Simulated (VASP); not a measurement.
A run of VASP 6.6.1 is set up as follows.

Contents of INCAR:

```
ALGO = Normal
EDIFF = 1E-7
ENCUT = 520
GGA = PE
ISIF = 2
ISMEAR = 0
ISPIN = 2
LASPH = True
LCHARG = False
LMAXMIX = 4
LORBIT = 11
LREAL = False
LWAVE = False
MAGMOM = 0.75
NBANDS = 15
NELM = 150
PREC = Accurate
SIGMA = 0.15
```

File KPOINTS:

```
k-points
0
Gamma
  22 22 22
```

Contents of POSCAR:

```
Ni
1.0
    0.0000000000      1.8909753312      1.4951897967
    1.8909753312      0.0000000000      1.4951897967
    1.8909753312      1.8909753312      0.0000000000
Ni
1
Direct
    0.0000000000      0.0000000000      0.0000000000
```

Potentials or basis: VASP PAW PBE potentials, release 64 (Ni).

Launch:

```bash
$ cat potpaw_PBE.64/Ni/POTCAR > POTCAR
$ mpirun -np 1 vasp_std > vasp.out
```

(1) Estimate the pressure.

(2) Predict the net moment.

Results:

(1) 5.2 GPa.

(2) 0.56 μB per cell.

Caveat: the cell differs from its parent crystal (strain +e along x and -e along y +0.0000, strain +e along z and -e/2 along x and y -0.1500); the cell stands under pressure.
